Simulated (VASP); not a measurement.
Runs of VASP 6.6.1 on Sc2Cd. The structure is that of space group Fd-3m (No. 227), or close to it. The cells are those of the table. 

| task | cell | k mesh | cutoff (eV) | gap on the mesh (eV) | pressure (GPa) |
| --- | --- | --- | --- | --- | --- |
| single point | a = 5.628 Å, angles 60.0°, 6 atoms | 4 × 4 × 4 | 520 | none | (a) |
| relaxation of cell and atoms | relaxed from a = 5.628 Å, angles 60.0°, 6 atoms | 4 × 4 × 4 | 600 | none | -0.1 |
| single point | a = 5.890 Å, angles 60.0°, 6 atoms | 8 × 8 × 8 | 520 | none | 0.1 |
| single point | a = 5.902 Å, angles 60.0°, 6 atoms | 4 × 4 × 4 | 520 | none | -0.3 |

Alike in all rows: level PBE; potentials or basis VASP PAW PBE potentials, release 64 (Sc_sv, Cd); no spin polarisation; smearing gaussian 0.1 eV.

**Question.** Fill in the values left out.

**Answer.** (a) 7.4.

Caveats: the cell stands under pressure (at least some runs).

A k mesh can miss the band edges, and the runs leave out spin-orbit coupling on Cd.

A gap of «none» marks levels without a gap at the run's occupations.
